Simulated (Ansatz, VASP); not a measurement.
# One calculation of NiGe, two programs

```xyz
2
Lattice="2.9370 0.0000 0.0000 0.0000 2.9370 0.0000 0.0000 0.0000 2.9327" Properties=species:S:1:pos:R:3 pbc="T T T"
Ni    0.0000    0.0000    0.0000
Ge    1.4685    1.4685    1.4663
```

Alike in both runs: functional r2SCAN; k mesh 16 × 16 × 12; occupations gaussian, width 0.1 eV; no spin polarisation.

Ansatz relaxed the structure, and its values are those at the end. VASP's run is a single point on that final structure, the one shown.

```csv
,VASP,Ansatz
version,VASP 6.6.1,Ansatz 0.2.0
potentials or method,"VASP PAW PBE potentials, release 64 (Ni, Ge_d), cutoff 520 eV","scalar-relativistic, plane waves, PAW"
valence electrons in the cell,24,32
```

```tsv
	VASP	Ansatz	Ansatz less VASP
gap on the k mesh at the Fermi level (eV)	none	none	-
pressure (GPa)	0.0	0.0	+0.02
```

VASP's potentials were made for PBE, not for r2SCAN. A gap of «none» marks a metal or a gap that the smearing closes. VASP's potentials hold 24 valence electrons a cell and Ansatz's 32, so a difference there can come from the potentials and not from the codes.
